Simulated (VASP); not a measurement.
Write the native input for VASP 6.6.1 that does the following.

| Quantity | Value |
| --- | --- |
| Task | single point |
| Functional | PBEsol |
| Potentials or basis | VASP PAW PBE potentials, release 64 (Rh_pv) |
| Cutoff | 520 eV |
| k mesh | 18 × 18 × 6 |
| Occupations | gaussian, width 0.15 eV |
| Spin | no spin polarisation |
| Dipole correction | no |
| Further INCAR settings | ALGO = Fast; EDIFF = 1e-07; NBANDS = 38 |

The structure of Rh lies in POSCAR:

```
Rh
1.0
    2.7023000000      0.0000000000      0.0000000000
   -1.3511500000      2.3402604486      0.0000000000
    0.0000000000      0.0000000000      8.0293000000
Rh
4
Direct
    0.0000000000      0.0000000000      0.0000000000
    0.3333333333      0.6666666667      0.2500000000
    0.0000000000      0.0000000000      0.5000000000
    0.6666666667      0.3333333333      0.7500000000
```

This isn't the form of Rh at room conditions, which is fcc.

These files were run (other wordings do the same):

INCAR

```
SYSTEM = Rh
PREC = Accurate ; ENCUT = 520
EDIFF = 1E-7 ; ISMEAR = 0
SIGMA = 0.15 ; LREAL = .False.
LASPH = .True. ; NELM = 100
ALGO = Fast ; ISIF = 2
LWAVE = .False. ; LCHARG = .True.
GGA = PS ; LELF = .True.
LVHAR = .True. ; NBANDS = 38
```

KPOINTS

```
Automatic mesh
0
Gamma
  18 18 6
  0 0 0
```

Potentials or basis: VASP PAW PBE potentials, release 64 (Rh_pv).

Launch:

```sh
$ cat potpaw_PBE.64/Rh_pv/POTCAR > POTCAR
$ mpirun -np 1 vasp_std > vasp.out
```

It gave:

```
Pressure               : 25.8 GPa
Band gap on the k mesh : zero (bands 30 and 31 overlap by 2.18 eV)
```

Caveat: the cell stands under pressure; the PAW data sets were made with another functional, which shifts forces and pressure a little.

Wall time 4.1 min on 1 thread of Intel(R) Xeon(R) Platinum 8375C CPU @ 2.90GHz (Ice Lake), with other jobs on the host, peak memory 0.3 GiB.
